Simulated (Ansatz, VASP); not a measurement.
One calculation of GeSb4Te4, two programs

```
Ge Sb Te
1.0
    -4.32998    0.00000    0.00000
    -2.16499   -3.74988    0.00000
     0.00000    0.00000   19.64861
Ge Sb Te
1 4 4
Direct
  0.00000 0.00000 0.34217
  0.33333 0.33333 0.83089
  0.66667 0.66667 0.75167
  0.66667 0.66667 0.15424
  0.33333 0.33333 0.53011
  0.33333 0.33333 0.25641
  0.66667 0.66667 0.42794
  0.00000 0.00000 0.06729
  0.00000 0.00000 0.61706
```

Alike in both runs: task single point; functional PBE; k mesh 9 × 9 × 2; occupations gaussian, width 0.03 eV; no spin polarisation.

|  | VASP | Ansatz |
| --- | --- | --- |
| version | VASP 6.6.1 | Ansatz 0.2.0 |
| potentials or method | VASP PAW PBE potentials, release 64 (Ge_d, Sb, Te), cutoff 520 eV | scalar-relativistic, plane waves, PAW |
| valence electrons in the cell | 58 | 138 |

Ansatz gave:

```
gap on the k mesh at the Fermi level (eV)                     : 0.17
least direct gap on the mesh (eV)                             : 0.17
pressure (GPa)                                                : -0.4
traceless stress, the component that is largest in VASP (GPa) : 0.32
rms of the force components (eV/Å)                            : 0.036
```

What did VASP give for the same quantities?

gap on the k mesh at the Fermi level (eV): 0.17; least direct gap on the mesh (eV): 0.17; pressure (GPa): -0.4; traceless stress, the component that is largest in VASP (GPa): 0.33; rms of the force components (eV/Å): 0.035.

Atom by atom the forces differ by 0.018 eV/Å (rms over components). VASP's potentials hold 58 valence electrons a cell and Ansatz's 138, so a difference there can come from the potentials and not from the codes.

Spin-orbit coupling is off throughout.
